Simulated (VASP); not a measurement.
Runs of VASP 6.6.1 on Os. The structure is that of space group Fm-3m (No. 225), or close to it. The cells are those of the table. This isn't the form of Os at room conditions, which is hcp.

```csv
cell,gap on the mesh (eV),pressure (GPa)
"a = 2.804 Å, angles 60.0°, 1 atom",none,-12.3
"a = 2.652 Å, angles 60.0°, 1 atom",none,59.3
"a = 2.839 Å, angles 60.0°, 1 atom",none,-21.8
"a = 2.691 Å, angles 60.0°, 1 atom",none,(a)
```

Alike in all rows: task single point; level BLYP; potentials or basis VASP PAW PBE potentials, release 64 (Os_sv_GW); no spin polarisation; k mesh 16 × 16 × 16; cutoff (eV) 560; smearing fermi-dirac 0.1 eV.

Task: Fill in the values left out.

Result: (a) 34.6.

Caveats: the PAW data sets were made with another functional, which shifts forces and pressure a little; spin-orbit coupling is left out, which moves the levels of the heavy elements; the cell stands under tension (at least some runs); the cell stands under pressure (at least some runs).

A k mesh can miss the band edges, and the runs leave out spin-orbit coupling on Os.

A gap of «none» marks levels without a gap at the run's occupations.
